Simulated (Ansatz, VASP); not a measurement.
Re in VASP and in Ansatz

```
Re
1.0
     2.79713    0.00000    0.00000
    -1.39857    2.42239    0.00000
     0.00000    0.00000    4.51687
Re
2
Direct
  0.33333 0.66667 0.25000
  0.66667 0.33333 0.75000
```

Alike in both runs: task relaxation of cell and atoms; functional LDA; k mesh 14 × 14 × 8; occupations fermi-dirac, width 0.05 eV; no spin polarisation.

|  | VASP | Ansatz |
| --- | --- | --- |
| version | VASP 6.6.1 | Ansatz 0.2.0 |
| potentials or method | VASP PAW LDA potentials, release 64 (Re) | PAW with Ansatz's default frozen-core files, scalar-relativistic |
| plane-wave cutoff (eV) | 600 | 420 |
| valence electrons in the cell | 14 | 30 |

Ansatz gave:

- relaxed volume (Å³/atom): 14.34
- relaxed length of the cell vector where the two differ most in proportion (Å): 2.737

Q: Which values does VASP return?

A: Relaxed volume (Å³/atom): 14.40; relaxed length of the cell vector where the two differ most in proportion (Å): 2.741.

LDA's correlation is that of Perdew and Zunger in VASP and of Perdew and Wang (1992) in Ansatz. VASP's potentials hold 14 valence electrons a cell and Ansatz's 30, so a difference there can come from the potentials and not from the codes.

Spin-orbit coupling is off throughout.
